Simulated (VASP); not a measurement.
Write the native input for VASP 6.6.1 that does the following.

| Quantity | Value |
| --- | --- |
| Task | single point |
| Functional | LDA |
| Potentials or basis | VASP PAW LDA potentials, release 64 (Ag, Rh_pv) |
| Cutoff | 500 eV |
| k mesh | 9 × 9 × 5 |
| Occupations | fermi-dirac, width 0.05 eV |
| Spin | no spin polarisation |
| Dipole correction | no |
| Further INCAR settings | ALGO = Normal; EDIFF = 1e-06; NBANDS = 20 |

The structure of AgRh lies in POSCAR:

```
AgRh
1.0
    2.6823635613      0.0000000000      0.0000000000
   -1.3411817806      2.3229949862      0.0000000000
    0.0000000000      0.0000000000      4.6437476916
Ag Rh
1 1
Direct
    0.0000000000      0.0000000000      0.5000000000
    0.6666666667      0.3333333333      0.0000000000
```

The input as run:

INCAR

```
PREC     = Accurate       # precision mode
ENCUT    = 500            # plane-wave cutoff, eV
EDIFF    = 1E-6           # SCF threshold, eV
ISMEAR   = -1             # smearing method
SIGMA    = 0.05           # smearing width, eV
LREAL    = F              # projectors in reciprocal space
LASPH    = T              # aspherical terms in the spheres
NELM     = 120            # most SCF steps
ALGO     = Normal         # electronic algorithm
ISIF     = 2              # what is computed and relaxed
LWAVE    = F              # write WAVECAR
LCHARG   = F              # write CHGCAR
GGA      = CA             # functional
NBANDS   = 20             # bands
GGA_COMPAT= F
```

KPOINTS

```
Automatic mesh
0
Gamma
  9 9 5
```

Potentials or basis: VASP PAW LDA potentials, release 64 (Ag, Rh_pv).

Launch:

```bash
$ cat potpaw_LDA.64/Ag/POTCAR potpaw_LDA.64/Rh_pv/POTCAR > POTCAR
$ mpirun -np 1 vasp_std > vasp.out
```

Results of the run:

```json
{
 "Pressure": "2.6 GPa",
 "Band gap on the k mesh": "zero (bands 13 and 14 overlap by 1.27 eV)"
}
```

Wall time 11 s on 1 thread of Intel(R) Xeon(R) Platinum 8259CL CPU @ 2.50GHz (Skylake/Cascade Lake), with other jobs on the host, peak memory 0.14 GiB.
